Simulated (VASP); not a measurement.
# SiNi2 (P6_3/mmc) in VASP: further runs

SiNi2 is run at these levels: PBEsol; tasks: single point.

Everything below comes from runs of VASP 6.6.1. Logs are shortened: lines on timing, memory, paths and dates and some standing lists are left out, and cuts for length are marked.

## (1) The cell of the first run

It takes space group P6_3/mmc (No. 194, hexagonal). Conventional cell: a = 3.868 Å, b = 3.868 Å, c = 4.769 Å, α = 90.00°, β = 90.00°, γ = 120.00°. Within 3.0 Å of Si (site symmetry -6m2) lie 11 Ni at 2.23 to 2.53 Å. Within 3.2 Å of Ni (site symmetry -3m) lie 8 Ni at 2.38 to 2.53 Å and 6 Si at 2.53 Å. Within 3.0 Å of Ni (site symmetry -6m2) lie 5 Si at 2.23 to 2.38 Å and 6 Ni at 2.53 Å.

## (2) Single point, PBEsol (strain +0.000 along x and y, -0.030 along z)

Contents of INCAR:

```
PREC = Accurate ; ENCUT = 520
EDIFF = 1E-7 ; ISMEAR = 0
SIGMA = 0.15 ; LREAL = False
LASPH = True ; NELM = 100
ALGO = Fast ; ISIF = 2
LWAVE = False ; LCHARG = False
GGA = PS ; NBANDS = 33
```

Contents of KPOINTS:

```
regular mesh
0
Gamma
  12 12 10
```

Contents of POSCAR:

```
SiNi2
1.0
    3.8684636248      0.0000000000      0.0000000000
   -1.9342318124      3.3501877727      0.0000000000
    0.0000000000      0.0000000000      4.7694757210
Si Ni
2 4
Direct
    0.3333333333      0.6666666667      0.7500000000
    0.6666666667      0.3333333333      0.2500000000
    0.0000000000      0.0000000000      0.0000000000
    0.0000000000      0.0000000000      0.5000000000
    0.3333333333      0.6666666667      0.2500000000
    0.6666666667      0.3333333333      0.7500000000
```

Potentials or basis: VASP PAW PBE potentials, release 64 (Si, Ni).

Command:

```
> cat potpaw_PBE.64/Si/POTCAR potpaw_PBE.64/Ni/POTCAR > POTCAR
> mpirun -np 1 vasp_std > vasp.out
```

OUTCAR:

```text
PREC = Accurate
   ENCUT = 520
   EDIFF = 1E-7
   ISMEAR = 0
   LREAL = False
   LASPH = True
   NELM = 100
   ISIF = 2
   GGA = PS

 ion  position               nearest neighbor table
   1  0.333  0.667  0.750-   6 2.23   6 2.23   6 2.23   5 2.38   5 2.38   3 2.53   4 2.53   4 2.53
                             3 2.53   4 2.53   3 2.53
   2  0.667  0.333  0.250-   5 2.23   5 2.23   5 2.23   6 2.38   6 2.38   3 2.53   4 2.53   3 2.53
                             4 2.53   3 2.53   4 2.53
   3  0.000  0.000  0.000-   4 2.38   4 2.38   1 2.53   5 2.53   6 2.53   2 2.53   2 2.53   6 2.53
                             1 2.53   5 2.53   2 2.53   6 2.53   1 2.53   5 2.53
   4  0.000  0.000  0.500-   3 2.38   3 2.38   1 2.53   5 2.53   6 2.53   2 2.53   2 2.53   6 2.53
                             1 2.53   5 2.53   2 2.53   6 2.53   1 2.53   5 2.53
   5  0.333  0.667  0.250-   2 2.23   2 2.23   2 2.23   1 2.38   1 2.38   3 2.53   4 2.53   4 2.53
                             3 2.53   4 2.53   3 2.53
   6  0.667  0.333  0.750-   1 2.23   1 2.23   1 2.23   2 2.38   2 2.38   3 2.53   4 2.53   3 2.53
                             4 2.53   3 2.53   4 2.53

  LATTYP: Found a hexagonal cell.
 ALAT       =     3.8684636248
 C/A-ratio  =     1.2329121283

  Lattice vectors:

 A1 = (   3.8684636248,   0.0000000000,   0.0000000000)
 A2 = (  -1.9342318124,   3.3501877727,   0.0000000000)
 A3 = (   0.0000000000,   0.0000000000,   4.7694757210)

Analysis of symmetry for initial positions (statically):
=====================================================================
 Subroutine PRICEL returns:
 Original cell was already a primitive cell.

 Routine SETGRP: Setting up the symmetry group for a
 hexagonal supercell.

 Subroutine GETGRP returns: Found 24 space group operations
 (whereof 12 operations were pure point group operations)
 out of a pool of 24 trial point group operations.

The static configuration has the point symmetry D_3d.
 The point group associated with its full space group is D_6h.

Analysis of symmetry for dynamics (positions and initial velocities):
=====================================================================
 Subroutine PRICEL returns:
 Original cell was already a primitive cell.

 Routine SETGRP: Setting up the symmetry group for a
 hexagonal supercell.

 Subroutine GETGRP returns: Found 24 space group operations
 (whereof 12 operations were pure point group operations)
 out of a pool of 24 trial point group operations.

The dynamic configuration has the point symmetry D_3d.
 The point group associated with its full space group is D_6h.

 Subroutine INISYM returns: Found 24 space group operations
 (whereof 12 operations are pure point group operations),
 and found     1 'primitive' translations

----------------------------------------------------------------------------------------

                                     Primitive cell

  volume of cell :      61.8128

  direct lattice vectors                    reciprocal lattice vectors
     3.868463625  0.000000000  0.000000000     0.258500557  0.149245366  0.000000000
    -1.934231812  3.350187773  0.000000000     0.000000000  0.298490732  0.000000000
     0.000000000  0.000000000  4.769475721     0.000000000  0.000000000  0.209666651

  length of vectors
     3.868463625  3.868463625  4.769475721     0.298490732  0.298490732  0.209666651

  position of ions in fractional coordinates (direct lattice)
     0.333333333  0.666666667  0.750000000
     0.666666667  0.333333333  0.250000000
     0.000000000  0.000000000  0.000000000
     0.000000000  0.000000000  0.500000000
     0.333333333  0.666666667  0.250000000
     0.666666667  0.333333333  0.750000000

  ion indices of the primitive-cell ions
   primitive index   ion index
                 1           1
                 2           2
                 3           3
                 4           4
                 5           5
                 6           6

----------------------------------------------------------------------------------------

 KPOINTS: regular mesh

Automatic generation of k-mesh.
 Grid dimensions read from file:
 generate k-points for:   12   12   10

 Generating k-lattice:

  Cartesian coordinates                     Fractional coordinates (reciprocal lattice)
     0.021541713  0.012437114  0.000000000     0.083333333 -0.000000000  0.000000000
     0.000000000  0.024874228  0.000000000     0.000000000  0.083333333  0.000000000
     0.000000000  0.000000000  0.020966665     0.000000000  0.000000000  0.100000000

  Length of vectors
     0.024874228  0.024874228  0.020966665

  Shift w.r.t. Gamma in fractional coordinates (k-lattice)
     0.000000000  0.000000000  0.000000000

 Subroutine IBZKPT returns following result:
 ===========================================

 Found    114 irreducible k-points:

 Following reciprocal coordinates:
            Coordinates               Weight
  0.000000  0.000000  0.000000      1.000000
  0.083333  0.000000  0.000000      6.000000
  0.166667  0.000000  0.000000      6.000000
  0.250000  0.000000  0.000000      6.000000
  0.333333  0.000000  0.000000      6.000000
  0.416667  0.000000  0.000000      6.000000
[... 16 lines left out ...]
  0.250000  0.000000  0.100000     12.000000
  0.333333  0.000000  0.100000     12.000000
 [... further k-points ...]
   k-points           NKPTS =    114   k-points in BZ     NKDIM =    114   number of bands    NBANDS=     33
   number of dos      NEDOS =    301   number of ions     NIONS =      6
   total plane-waves  NPLWV =  32400
   dimension x,y,z NGX =    30 NGY =   30 NGZ =   36
   dimension x,y,z NGXF=    60 NGYF=   60 NGZF=   72
   ions per type =               2   4
   NGX,Y,Z   is equivalent  to a cutoff of  12.89, 12.89, 12.55 a.u.
   NGXF,Y,Z  is equivalent  to a cutoff of  25.78, 25.78, 25.10 a.u.
 SYSTEM =  unknown system
   PREC   = accura    normal or accurate (medium, high low for compatibility)
   ISTART =      0    job   : 0-new  1-cont  2-samecut
   ICHARG =      2    charge: 1-file 2-atom 10-const
   ISPIN  =      1    spin polarized calculation?
   LNONCOLLINEAR =      F non collinear calculations
   LSORBIT =      F    spin-orbit coupling
   LASPH  =      T    aspherical Exc in radial PAW
   ENCUT  =  520.0 eV  38.22 Ry    6.18 a.u.   7.19  7.19  8.87*2*pi/ulx,y,z
   NELM   =    100;   NELMIN=  2; NELMDL= -5     # of ELM steps
   EDIFF  = 0.1E-06   stopping-criterion for ELM
   LREAL  =      F    real-space projection
   EDIFFG = 0.1E-05   stopping-criterion for IOM
   NSW    =      0    number of steps for IOM
   IBRION =     -1    ionic relax: 0-MD 1-quasi-New 2-CG
   NFREE  =      0    steps in history (QN), initial steepest desc. (CG)
   ISIF   =      2    stress and relaxation
   ISYM   =      2    0-nonsym 1-usesym 2-fastsym
   POTIM  = 0.5000    time-step for ionic-motion
   TEBEG  =    0.0;   TEEND  =   0.0 temperature during run
   PSTRESS=    0.0 pullay stress
   NELECT =      48.0000    total number of electrons
   NUPDOWN=      -1.0000    fix difference up-down
   EMIN   =  10.00;   EMAX   =-10.00  energy-range for DOS
   EFERMI =   0.00;   METHOD = LEGACY
   ISMEAR =     0;   SIGMA  =   0.15  broadening in eV -4-tet -1-fermi 0-gaus
   EFERMI_NEDOS =   21; number of points for ismear=-14 and -15
   IALGO  =     68    algorithm
   IMIX   =      4    mixing-type and parameters
     AMIX     =   0.40;   BMIX     =  1.00
     AMIX_MAG =   1.60;   BMIX_MAG =  1.00
  volume/ion in A,a.u.               =      10.30        69.52
  Fermi-wavevector in a.u.,A,eV,Ry     =   1.504743  2.843553 30.807032  2.264253
  Thomas-Fermi vector in A             =   2.615683
   LORBIT       =      0    0 simple, 1 ext, 2 COOP (PROOUT), +10 PAW based schemes
   GGA     = PS    functional components
   LHFCALC =     F    Hartree Fock is set to
   AEXX    =    0.0000 exact exchange contribution
   IVDW    =     0    specifies the selected vdW correction
   LEPSILON=     F    determine dielectric tensor
   LRPA    =     F    only Hartree local field effects (RPA)
 non-spin polarized calculation
 RMM-DIIS sequential band-by-band and
 Gauss-broadening in eV      SIGMA  =   0.15
  energy-cutoff  :      520.00
  volume of cell :       61.81
 maximum number of plane-waves:      1695
 NGX is ok and might be reduce to    30
   NGX = 15   NGY = 15   NGZ = 17

 number of electron      47.9999960 magnetization

 Free energy of the ion-electron system (eV)
  ---------------------------------------------------
  ext. energy  EPLUGINS =         0.00000000
  ---------------------------------------------------
  free energy    TOTEN  =       -39.49652571 eV

  energy without entropy =      -39.45949279  energy(sigma->0) =      -39.47800925

 E-fermi :  11.8998     XC(G=0): -13.3856

 val. band max:       11.8967075203   @ k =   0.1667   0.1667   0.4000
 cond. band min:      11.9043367920   @ k =   0.2500   0.0000   0.4000
 fundamental gap:      0.0076292718
 Fermi energy:        11.8998230988

 k-point     1 :       0.0000    0.0000    0.0000
  band No.  band energies     occupation
      1      -1.1818      2.00000
      2       3.6397      2.00000
      3       5.2228      2.00000
      4       6.4937      2.00000
      5       6.4937      2.00000
      6       7.7092      2.00000
[... 25 lines left out ...]
     32      17.6154      0.00000
     33      20.3874      0.00000

 k-point     2 :       0.0833    0.0000    0.0000
  band No.  band energies     occupation
      1      -1.0905      2.00000
      2       3.6421      2.00000
      3       5.2844      2.00000
      4       6.4912      2.00000
      5       6.5414      2.00000
      6       7.3636      2.00000
[... 25 lines left out ...]
     32      18.1203      0.00000
     33      19.8049      0.00000

 k-point     3 :       0.1667    0.0000    0.0000
  band No.  band energies     occupation
      1      -0.8193      2.00000
      2       3.6304      2.00000
      3       5.4649      2.00000
      4       6.4085      2.00000
      5       6.6818      2.00000
      6       6.9504      2.00000
[... 25 lines left out ...]
     32      19.0183      0.00000
     33      19.4847      0.00000

 k-point     4 :       0.2500    0.0000    0.0000
  band No.  band energies     occupation
      1      -0.3777      2.00000
      2       3.5417      2.00000
      3       5.7499      2.00000
      4       5.9441      2.00000
      5       6.7898      2.00000
      6       6.9068      2.00000
[... 25 lines left out ...]
     32      18.5517      0.00000
     33      19.0533      0.00000

 k-point     5 :       0.3333    0.0000    0.0000
  band No.  band energies     occupation
      1       0.2147      2.00000
      2       3.2600      2.00000
      3       5.3246      2.00000
      4       6.1099      2.00000
      5       6.8877      2.00000
      6       7.2002      2.00000
[... 604 lines left out ...]
 k-point    22 :       0.1667    0.0000    0.1000
  band No.  band energies     occupation
      1      -0.7544      2.00000
      2       3.3705      2.00000
      3       5.5253      2.00000
      4       6.5469      2.00000
      5       6.6920      2.00000
      6       6.9494      2.00000
[... 25 lines left out ...]
     32      18.6483      0.00000
     33      19.5726      0.00000

 k-point    23 :       0.2500    0.0000    0.1000
  band No.  band energies     occupation
      1      -0.3141      2.00000
      2       3.3971      2.00000
      3       5.4663      2.00000
      4       6.2048      2.00000
      5       6.9114      2.00000
      6       6.9143      2.00000
[... 25 lines left out ...]
     32      18.6932      0.00000
     33      19.4502      0.00000

 k-point    24 :       0.3333    0.0000    0.1000
  band No.  band energies     occupation
      1       0.2762      2.00000
      2       3.2281      2.00000
      3       5.1527      2.00000
      4       6.0523      2.00000
      5       7.1020      2.00000
      6       7.2030      2.00000
[... 25 lines left out ...]
     32      19.2581      0.00000
     33      20.1768      0.00000

 [... further k-points ...]

------------------------ aborting loop because EDIFF is reached ----------------------------------------

  FORCE on cell =-STRESS in cart. coord.  units (eV):
  Direction    XX          YY          ZZ          XY          YZ          ZX
  --------------------------------------------------------------------------------------
  -------------------------------------------------------------------------------------
  Total        1.6236300      1.6236300      5.0402960     -0.0000000     -0.0000000      0.0000000
  in kB       42.0842244     42.0842244    130.6436521     -0.0000000     -0.0000000      0.0000000
  external PRESSURE =      71.6040336 kB  Pullay stress =       0.0000000 kB

 VOLUME and BASIS-vectors are now :
 -----------------------------------------------------------------------------
  energy-cutoff  :      520.00
  volume of cell :       61.81
      direct lattice vectors                 reciprocal lattice vectors
     3.868463625  0.000000000  0.000000000     0.258500557  0.149245366  0.000000000
    -1.934231812  3.350187773  0.000000000     0.000000000  0.298490732  0.000000000
     0.000000000  0.000000000  4.769475721     0.000000000  0.000000000  0.209666651

 POSITION                                       TOTAL-FORCE (eV/Angst)
 -----------------------------------------------------------------------------------
     -0.00000      2.23346      3.57711         0.000000      0.000000      0.000000
      1.93423      1.11673      1.19237        -0.000000     -0.000000      0.000000
      0.00000      0.00000      0.00000        -0.000000     -0.000000      0.000000
      0.00000      0.00000      2.38474        -0.000000     -0.000000      0.000000
     -0.00000      2.23346      1.19237         0.000000     -0.000000     -0.000000
      1.93423      1.11673      3.57711        -0.000000      0.000000      0.000000
 -----------------------------------------------------------------------------------
    total drift:                                0.000000     -0.000000      0.000000

  FREE ENERGIE OF THE ION-ELECTRON SYSTEM (eV)
  ---------------------------------------------------
  free  energy   TOTEN  =       -39.4965257070 eV

  energy  without entropy=      -39.4594927901  energy(sigma->0) =      -39.47800925
```

Wall time 3.1 min (1 thread of AMD EPYC 9R45 (Zen 5), shared host); peak memory 0.27 GiB.

Results:

* Free energy: -39.4965 eV
* Pressure: 7.2 GPa
* Band gap on the k mesh: zero (bands 24 and 25 overlap by 3.25 eV)

Stress tensor (GPa, compression positive):
```
 4.21  0.00  0.00
 0.00  4.21  0.00
 0.00  0.00 13.06
```

Levels at points of the mesh, in eV from the Fermi level:
| k point | band 20 | band 21 | band 22 | band 23 | band 24 | band 25 | band 26 | band 27 | band 28 | band 29 |
| --- | --- | --- | --- | --- | --- | --- | --- | --- | --- | --- |
| (0.00, 0.00, 0.00) | -1.36 | -0.69 | -0.69 | 0.25 | 2.59 | 2.59 | 2.67 | 2.80 | 2.80 | 3.29 |
| (0.50, 0.00, 0.00) | -1.56 | -1.32 | -1.31 | -1.09 | -0.74 | -0.55 | 1.39 | 1.89 | 2.95 | 3.95 |
| (0.00, 0.00, 0.50) | -1.34 | -1.34 | -1.34 | 2.32 | 2.32 | 3.29 | 3.29 | 3.29 | 3.29 | 4.32 |
| (0.50, 0.00, 0.50) | -1.80 | -1.36 | -1.36 | -0.95 | -0.95 | 0.98 | 0.98 | 2.92 | 2.92 | 6.24 |

Caveat: the cell differs from its parent crystal (strain +0.000 along x and y, -0.030 along z); the cell stands under pressure; the PAW data sets were made with another functional, which shifts forces and pressure a little.

(Part 1 of 2 ends here.)
